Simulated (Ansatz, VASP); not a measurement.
## In in VASP and in Ansatz

Contents of INCAR:

```
PREC = Accurate ; ENCUT = 520
EDIFF = 1E-7 ; ISMEAR = 0
SIGMA = 0.15 ; LREAL = F
LASPH = T ; NELM = 80
ALGO = Fast ; ISIF = 2
LWAVE = F ; LCHARG = F
GGA = CA ; NBANDS = 12
```

Contents of KPOINTS:

```
regular mesh
0
Gamma
  22 22 22
```

The input POSCAR:

```
In
1.0
   -1.5752631919      1.5752631919      2.4737924834
    1.5752631919     -1.5752631919      2.4737924834
    1.5752631919      1.5752631919     -2.4737924834
In
1
Direct
    0.0000000000      0.0000000000      0.0000000000
```

Input for Ansatz:

```yaml
crystal:
  lattice:
    - [-1.5752631919, 1.5752631919, 2.4737924834]
    - [1.5752631919, -1.5752631919, 2.4737924834]
    - [1.5752631919, 1.5752631919, -2.4737924834]
  atoms:
    - { symbol: In, position: [0.0, 0.0, 0.0] }
basis:
  ecutwfc: 420
kpoints:
  mp_grid: { grid: [22, 22, 22] }
hamiltonian:
  xc: lda
  pseudopotentials: { kind: paw }
scf:
  occupations: { method: gaussian, width: 0.15 }
output:
  forces: true
  stress: true
  eigenvalues: true
  write_density: true
  write_potential: true
  elf: true
  volumetric_format: npy
```

Alike in both runs: task single point; functional LDA; k mesh 22 × 22 × 22; occupations gaussian, width 0.15 eV; no spin polarisation.

```csv
,VASP,Ansatz
version,VASP 6.6.1,Ansatz 0.2.0
potentials or method,"VASP PAW LDA potentials, release 64 (In_d), cutoff 520 eV","scalar-relativistic, plane waves, PAW"
valence electrons in the cell,13,13
```

VASP gave:

```
gap on the k mesh at the Fermi level (eV)                     : none
pressure (GPa)                                                : 0.2
traceless stress, the component that is largest in VASP (GPa) : -0.12
```

Q: Estimate Ansatz's values.

A: gap on the k mesh at the Fermi level (eV): none; pressure (GPa): 0.1; traceless stress, the component that is largest in VASP (GPa): -0.12.

LDA's correlation is that of Perdew and Zunger in VASP and of Perdew and Wang (1992) in Ansatz. A gap of «none» marks a metal or a gap that the smearing closes.
